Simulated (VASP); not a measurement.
Set up this calculation in VASP 6.6.1, as the native input.

```yaml
Task: single point
Functional: LDA
Potentials_or_basis: VASP PAW LDA potentials, release 64 (Bi_d, Te)
Cutoff: 520 eV
k_mesh: 7 × 7 × 7
Occupations: fermi-dirac, width 0.05 eV
Spin: no spin polarisation
Dipole_correction: no
Further_INCAR_settings: ALGO = Normal; EDIFF = 1e-06; NBANDS = 18
```

The structure of BiTe lies in POSCAR:

```
BiTe
1.0
    0.0000000000      3.1689610617      3.1689610617
    3.1689610617      0.0000000000      3.1689610617
    3.1689610617      3.1689610617      0.0000000000
Bi Te
1 1
Direct
    0.0000000000      0.0000000000      0.0000000000
    0.5000000000      0.5000000000      0.5000000000
```

These files were run (other wordings do the same):

INCAR

```
SYSTEM = BiTe
ALGO = Normal
EDIFF = 1E-6
ENCUT = 520
GGA = CA
ISIF = 2
ISMEAR = -1
LASPH = .TRUE.
LCHARG = .FALSE.
LREAL = .FALSE.
LWAVE = .FALSE.
NBANDS = 18
NELM = 80
PREC = Accurate
SIGMA = 0.05
```

KPOINTS

```
k-points
0
G
  7 7 7
  0 0 0
```

Potentials or basis: VASP PAW LDA potentials, release 64 (Bi_d, Te).

Command:

```sh
$ cat potpaw_LDA.64/Bi_d/POTCAR potpaw_LDA.64/Te/POTCAR > POTCAR
$ mpirun -np 1 vasp_std > vasp.out
```

Results of the run:

The pressure is 0.6 GPa.

Wall time 7.2 s on 1 thread of Intel(R) Xeon(R) 6975P-C (Granite Rapids), with other jobs on the host, peak memory 0.17 GiB.
